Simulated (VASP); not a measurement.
# Ni (Fm-3m) in VASP: notebook

The runs below take Ni through single point, with PBE.

All numbers are computed with VASP 6.6.1; they aren't measurements. Logs are shortened: lines on timing, memory, paths and dates and some standing lists are left out, and cuts for length are marked.

## 1. The cell of the first run

It takes space group Fm-3m (No. 225, cubic). Conventional cell: a = 3.535 Å, b = 3.535 Å, c = 3.535 Å, α = 90.00°, β = 90.00°, γ = 90.00°. Ni (site symmetry m-3m) has 12 Ni at 2.50 Å within 3.3 Å.

## 2. Single point, PBE, collinear spin, ferromagnetic start

Input file INCAR:

```
SYSTEM = Ni
PREC = Accurate
ENCUT = 520
EDIFF = 1E-6
ISMEAR = -1
SIGMA = 0.05
LREAL = .FALSE.
LASPH = .TRUE.
NELM = 150
ALGO = Normal
ISIF = 2
LWAVE = .FALSE.
LCHARG = .FALSE.
ISPIN = 2
MAGMOM = 0.99
LORBIT = 11
NUPDOWN = 0.99
LMAXMIX = 4
GGA = PE
NBANDS = 15
```

Input file KPOINTS:

```
Automatic mesh
0
G
  12 12 12
  0 0 0
```

Input file POSCAR:

```
Ni
1.0
    0.0000000000      1.7673500000      1.7673500000
    1.7673500000      0.0000000000      1.7673500000
    1.7673500000      1.7673500000      0.0000000000
Ni
1
Direct
    0.0000000000      0.0000000000      0.0000000000
```

Potentials or basis: VASP PAW PBE potentials, release 64 (Ni).

Run with:

```sh
$ cat potpaw_PBE.64/Ni/POTCAR > POTCAR
$ mpirun -np 1 vasp_std > vasp.out
```

OUTCAR:

```text
SYSTEM = Ni
   PREC = Accurate
   ENCUT = 520
   EDIFF = 1E-6
   ISMEAR = -1
   LREAL = .FALSE.
   LASPH = .TRUE.
   NELM = 150
   ISIF = 2
   ISPIN = 2
   LORBIT = 11
   NUPDOWN = 0.99
   GGA = PE

 ion  position               nearest neighbor table
   1  0.000  0.000  0.000-

  LATTYP: Found a face centered cubic cell.
 ALAT       =     3.5347000000

  Lattice vectors:

 A1 = (   0.0000000000,   1.7673500000,   1.7673500000)
 A2 = (   1.7673500000,   0.0000000000,   1.7673500000)
 A3 = (   1.7673500000,   1.7673500000,   0.0000000000)

Analysis of symmetry for initial positions (statically):
=====================================================================
 Subroutine PRICEL returns:
 Original cell was already a primitive cell.

 Routine SETGRP: Setting up the symmetry group for a
 face centered cubic supercell.

 Subroutine GETGRP returns: Found 48 space group operations
 (whereof 48 operations were pure point group operations)
 out of a pool of 48 trial point group operations.

The static configuration has the point symmetry O_h .

Analysis of symmetry for dynamics (positions and initial velocities):
=====================================================================
 Subroutine PRICEL returns:
 Original cell was already a primitive cell.

 Routine SETGRP: Setting up the symmetry group for a
 face centered cubic supercell.

 Subroutine GETGRP returns: Found 48 space group operations
 (whereof 48 operations were pure point group operations)
 out of a pool of 48 trial point group operations.

The dynamic configuration has the point symmetry O_h .

Analysis of structural, dynamic, and magnetic symmetry:
=====================================================================
 Subroutine PRICEL returns:
 Original cell was already a primitive cell.

 Routine SETGRP: Setting up the symmetry group for a
 face centered cubic supercell.

 Subroutine GETGRP returns: Found 48 space group operations
 (whereof 48 operations were pure point group operations)
 out of a pool of 48 trial point group operations.

The overall configuration has the point symmetry O_h .

 Subroutine INISYM returns: Found 48 space group operations
 (whereof 48 operations are pure point group operations),
 and found     1 'primitive' translations

----------------------------------------------------------------------------------------

                                     Primitive cell

  volume of cell :      11.0407

  direct lattice vectors                    reciprocal lattice vectors
     0.000000000  1.767350000  1.767350000    -0.282909441  0.282909441  0.282909441
     1.767350000  0.000000000  1.767350000     0.282909441 -0.282909441  0.282909441
     1.767350000  1.767350000  0.000000000     0.282909441  0.282909441 -0.282909441

  length of vectors
     2.499410339  2.499410339  2.499410339     0.490013525  0.490013525  0.490013525
[... 122 lines left out ...]
  free energy    TOTEN  =        -5.38517829 eV

  energy without entropy =       -5.37389053  energy(sigma->0) =       -5.37953441

 E-fermi :   9.0511     XC(G=0): -13.1883

 val. band max:        9.9568229136   @ k =   0.4167   0.4167   0.0000
 cond. band min:       9.0632461748   @ k =   0.3333   0.3333   0.0000
 fundamental gap:     -0.8935767387
 Fermi energy:        10.0303094794

 spin component 1

 k-point     1 :       0.0000    0.0000    0.0000
  band No.  band energies     occupation
      1       0.1928      1.00000
      2       6.4715      1.00000
      3       6.4715      1.00000
      4       6.4715      1.00000
      5       7.6036      1.00000
      6       7.6036      1.00000
      7      32.7230      0.00000
      8      36.4378      0.00000
      9      36.4378      0.00000
     10      36.4378      0.00000
     11      39.2872      0.00000
     12      39.2872      0.00000
     13      39.2872      0.00000
     14      42.3464      0.00000
[... 403 lines left out ...]
      4       6.8558      1.00000
      5       8.0994      1.00000
      6      11.1508      0.00000
      7      15.0494      0.00000
      8      25.6425      0.00000
      9      30.3678      0.00000
     10      31.6279      0.00000
     11      40.6872      0.00000
     12      41.2082      0.00000
     13      48.0296      0.00000
     14      50.6896      0.00000
     15      51.9438      0.00000

 [... further k-points ...]

 spin component 2

 k-point     1 :       0.0000    0.0000    0.0000
  band No.  band energies     occupation
      1       0.2877      1.00000
      2       7.5506      1.00000
      3       7.5506      1.00000
      4       7.5506      1.00000
      5       8.5307      0.99997
      6       8.5307      0.99997
      7      32.6604      0.00000
      8      36.5667      0.00000
      9      36.5667      0.00000
     10      36.5667      0.00000
     11      39.5487      0.00000
     12      39.5487      0.00000
     13      39.5487      0.00000
     14      42.3742      0.00000
[... 403 lines left out ...]
      4       7.7986      1.00000
      5       9.2159      0.03567
      6      11.6798      0.00000
      7      15.6177      0.00000
      8      25.8783      0.00000
      9      30.5959      0.00000
     10      31.7707      0.00000
     11      40.8771      0.00000
     12      41.3242      0.00000
     13      48.2882      0.00000
     14      51.0050      0.00000
     15      52.1805      0.00000

 [... further k-points ...]

------------------------ aborting loop because EDIFF is reached ----------------------------------------

  FORCE on cell =-STRESS in cart. coord.  units (eV):
  Direction    XX          YY          ZZ          XY          YZ          ZX
  --------------------------------------------------------------------------------------
  -------------------------------------------------------------------------------------
  Total        0.0248381      0.0248381      0.0248381      0.0000000      0.0000000      0.0000000
  in kB        3.6043849      3.6043849      3.6043849      0.0000000      0.0000000      0.0000000
  external PRESSURE =       3.6043849 kB  Pullay stress =       0.0000000 kB

 VOLUME and BASIS-vectors are now :
 -----------------------------------------------------------------------------
  energy-cutoff  :      520.00
  volume of cell :       11.04
      direct lattice vectors                 reciprocal lattice vectors
     0.000000000  1.767350000  1.767350000    -0.282909441  0.282909441  0.282909441
     1.767350000  0.000000000  1.767350000     0.282909441 -0.282909441  0.282909441
     1.767350000  1.767350000  0.000000000     0.282909441  0.282909441 -0.282909441

 POSITION                                       TOTAL-FORCE (eV/Angst)
 -----------------------------------------------------------------------------------
      0.00000      0.00000      0.00000         0.000000     -0.000000      0.000000
 -----------------------------------------------------------------------------------
    total drift:                                0.000000      0.000000      0.000000

  FREE ENERGIE OF THE ION-ELECTRON SYSTEM (eV)
  ---------------------------------------------------
  free  energy   TOTEN  =        -5.3851782878 eV

  energy  without entropy=       -5.3738905256  energy(sigma->0) =       -5.37953441

 total charge

# of ion       s       p       d       tot
------------------------------------------
    1        0.504   0.509   8.259   9.272

 magnetization (x)

# of ion       s       p       d       tot
------------------------------------------
    1        0.008   0.005   0.971   0.985
```

OSZICAR:

```text
N       E                     dE             d eps       ncg     rms          rms(c)
DAV:   1     0.345594067115E+02    0.34559E+02   -0.41967E+03  4510   0.854E+02
DAV:   2    -0.492680342732E+01   -0.39486E+02   -0.36415E+02  4880   0.165E+02
DAV:   3    -0.646853050514E+01   -0.15417E+01   -0.15299E+01  5398   0.320E+01
DAV:   4    -0.647756793308E+01   -0.90374E-02   -0.90367E-02  5189   0.237E+00
DAV:   5    -0.647767847933E+01   -0.11055E-03   -0.11054E-03  5508   0.231E-01    0.102E+01
DAV:   6    -0.568153485485E+01    0.79614E+00   -0.13496E+01  6238   0.414E+01    0.596E+00
DAV:   7    -0.540234389106E+01    0.27919E+00   -0.18093E+00  5659   0.144E+01    0.218E+00
DAV:   8    -0.538979133406E+01    0.12553E-01   -0.14495E-02  5117   0.761E-01    0.121E+00
DAV:   9    -0.538573402709E+01    0.40573E-02   -0.28113E-03  6664   0.367E-01    0.255E-01
DAV:  10    -0.538517344974E+01    0.56058E-03   -0.15423E-03  6525   0.256E-01    0.519E-02
DAV:  11    -0.538517728596E+01   -0.38362E-05   -0.18924E-05  4848   0.491E-02    0.306E-02
DAV:  12    -0.538517836533E+01   -0.10794E-05   -0.18001E-06  5790   0.131E-02    0.681E-03
DAV:  13    -0.538517828783E+01    0.77501E-07   -0.35762E-07  3455   0.637E-03
   1 F= -.53851783E+01 E0= -.53795344E+01  d E =-.112878E-01  mag=     0.9900
```

stdout:

```text
POSCAR found type information on POSCAR Ni
 POSCAR found :  1 types and       1 ions
 scaLAPACK will be used
 LDA part: xc-table for (Slater+PW92), standard interpolation
 POSCAR, INCAR and KPOINTS ok, starting setup
 FFT: planning ... GRIDC
 FFT: planning ... GRID_SOFT
 FFT: planning ... GRID
 WAVECAR not read
 entering main loop
```

Wall time 14 s (1 thread of Intel Xeon 6975P-C (Granite Rapids), shared host); peak memory 0.14 GiB.

What came out:

| Item | Value |
| --- | --- |
| Free energy | -5.3852 eV |
| Pressure | 0.4 GPa |
| Net moment | 0.99 μB per cell |
| Site moments | Ni +0.98 μB |
| Valence electrons inside the program's atomic spheres | Ni 9.27 |

Caveat: the total moment is fixed, so each spin has its own Fermi level.

## 3. Single point, PBE, collinear spin, ferromagnetic start

Input file INCAR:

```
SYSTEM = Ni
PREC = Accurate
ENCUT = 520
EDIFF = 1E-7
ISMEAR = -1
SIGMA = 0.05
LREAL = .False.
LASPH = .True.
NELM = 150
ALGO = Normal
ISIF = 2
LWAVE = .False.
LCHARG = .False.
ISPIN = 2
MAGMOM = 1.49
LORBIT = 11
NUPDOWN = 1.49
LMAXMIX = 4
GGA = PE
NBANDS = 15
```

Input file KPOINTS:

```
regular mesh
0
Gamma
  12 12 12
  0 0 0
```

POSCAR is that of step 2.

Potentials or basis: VASP PAW PBE potentials, release 64 (Ni).

Run with:

```sh
$ cat potpaw_PBE.64/Ni/POTCAR > POTCAR
$ mpirun -np 1 vasp_std > vasp.out
```

Run time: 14 s. Hardware: 1 thread of Intel Xeon 6975P-C (Granite Rapids), shared host; peak memory 0.14 GiB.

It converged, with:

* Free energy: -4.8798 eV
* Pressure: 8.7 GPa
* Net moment: 1.49 μB per cell
* Site moments: Ni +1.43 μB
* Valence electrons inside the program's atomic spheres: Ni 9.25

Caveat: the cell stands under pressure; the total moment is fixed, so each spin has its own Fermi level.

## 4. Single point, PBE, collinear spin, ferromagnetic start

Input file INCAR:

```
ALGO = Normal ; EDIFF = 1E-6
ENCUT = 520 ; GGA = PE
ISIF = 2 ; ISMEAR = -1
ISPIN = 2 ; LASPH = True
LCHARG = False ; LMAXMIX = 4
LORBIT = 11 ; LREAL = False
LWAVE = False ; MAGMOM = 1.99
NBANDS = 15 ; NELM = 150
NUPDOWN = 1.99 ; PREC = Accurate
SIGMA = 0.05
```

Input file KPOINTS:

```
k-points
0
Gamma
  12 12 12
```

POSCAR is that of step 3.

Run with:

```sh
$ cat potpaw_PBE.64/Ni/POTCAR > POTCAR
$ mpirun -np 1 vasp_std > vasp.out
```

Wall time 12 s (1 thread of Intel Xeon 6975P-C (Granite Rapids), shared host); peak memory 0.14 GiB.

It converged, with:

```yaml
Free_energy: -3.7744 eV
Pressure: 23.0 GPa
Net_moment: 1.99 μB per cell
Site_moments: Ni +1.86 μB
Valence_electrons_inside_the_program's_atomic_spheres: Ni 9.22
```

Caveat: the cell stands under pressure; the total moment is fixed, so each spin has its own Fermi level.

## 5. Overview

| fixed moment (μB) | pressure (GPa) | moment (μB) |
| --- | --- | --- |
| 0.99 | 0.4 | 0.99 |
| 1.49 | 8.7 | 1.49 |
| 1.99 | 23.0 | 1.99 |

Alike in all rows: task single point; level PBE; potentials or basis VASP PAW PBE potentials, release 64 (Ni); spin collinear, ferromagnetic start; cell as given; k mesh 12 × 12 × 12; cutoff (eV) 520; smearing fermi-dirac 0.05 eV.

Caveats: the total moment is fixed, so each spin has its own Fermi level; the cell stands under pressure (at least some runs).

Total energies depend on the potentials used, so only differences within one code and one set of settings carry meaning.
